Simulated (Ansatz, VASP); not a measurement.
Se in VASP and in Ansatz

File INCAR:

```
SYSTEM = Se
PREC = Accurate ; ENCUT = 520
EDIFF = 1E-6 ; ISMEAR = 0
SIGMA = 0.15 ; LREAL = .FALSE.
LASPH = .TRUE. ; NELM = 80
ALGO = Normal ; ISIF = 2
LWAVE = .FALSE. ; LCHARG = .FALSE.
NBANDS = 9
```

The input KPOINTS:

```
Automatic mesh
0
G
  20 20 20
  0 0 0
```

File POSCAR:

```
Se
1.0
   -1.6949313718      1.6949313718      1.7034486149
    1.6949313718     -1.6949313718      1.7034486149
    1.6949313718      1.6949313718     -1.7034486149
Se
1
Direct
    0.0000000000      0.0000000000      0.0000000000
```

Input for Ansatz:

```yaml
crystal:
  lattice:
    - [-1.6949313718, 1.6949313718, 1.7034486149]
    - [1.6949313718, -1.6949313718, 1.7034486149]
    - [1.6949313718, 1.6949313718, -1.7034486149]
  atoms:
    - { symbol: Se, position: [0.0, 0.0, 0.0] }
basis:
  ecutwfc: 420
kpoints:
  mp_grid: { grid: [20, 20, 20] }
hamiltonian:
  xc: lda
scf:
  occupations: { method: gaussian, width: 0.15 }
output:
  forces: true
  stress: true
  eigenvalues: true
```

Change from the starting cell: strain -0.0050 x Voigt [1, 1, 0, 0, 0, 0], atoms carried along.

Alike in both runs: task single point; functional LDA; k mesh 20 × 20 × 20; occupations gaussian, width 0.15 eV; no spin polarisation.

|  | VASP | Ansatz |
| --- | --- | --- |
| version | VASP 6.6.1 | Ansatz 0.2.0 |
| potentials or method | VASP PAW LDA potentials, release 64 (Se), cutoff 520 eV | scalar-relativistic, plane waves, PAW |
| valence electrons in the cell | 6 | 16 |

VASP gave:

```
gap on the k mesh at the Fermi level (eV)                     : none
pressure (GPa)                                                : -2.6
traceless stress, the component that is largest in VASP (GPa) : -0.27
```

Q: Which values does Ansatz return?

A: gap on the k mesh at the Fermi level (eV): none; pressure (GPa): -2.7; traceless stress, the component that is largest in VASP (GPa): -0.27.

LDA's correlation is that of Perdew and Zunger in VASP and of Perdew and Wang (1992) in Ansatz. A gap of «none» marks a metal or a gap that the smearing closes. VASP's potentials hold 6 valence electrons a cell and Ansatz's 16, so a difference there can come from the potentials and not from the codes.
